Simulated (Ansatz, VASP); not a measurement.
**AlAu: VASP beside Ansatz**

```xyz
2
Lattice="3.2239 0.0000 0.0000 0.0000 3.2239 0.0000 0.0000 0.0000 3.2239" Properties=species:S:1:pos:R:3 pbc="T T T"
Al    0.0000    0.0000    0.0000
Au    1.6120    1.6120    1.6120
```

Alike in both runs: functional LDA; k mesh 11 × 11 × 11; occupations fermi-dirac, width 0.05 eV; no spin polarisation.

Ansatz relaxed the structure, and its values are those at the end. VASP's run is a single point on that final structure, the one shown.

|  | VASP | Ansatz |
| --- | --- | --- |
| version | VASP 6.6.1 | Ansatz 0.2.0 |
| potentials or method | VASP PAW LDA potentials, release 64 (Al, Au) | PAW with Ansatz's default frozen-core files, scalar-relativistic |
| plane-wave cutoff (eV) | 520 | 420 |
| valence electrons in the cell | 14 | 22 |

VASP gave:

| Property | Result |
| --- | --- |
| pressure (GPa) | -7.5 |

Problem. Which values does Ansatz return?

Solution. Pressure (GPa): -7.7.

LDA's correlation is that of Perdew and Zunger in VASP and of Perdew and Wang (1992) in Ansatz. VASP's potentials hold 14 valence electrons a cell and Ansatz's 22, so a difference there can come from the potentials and not from the codes. Ansatz's warnings: stress scf threshold loose.

Spin-orbit coupling is off throughout.
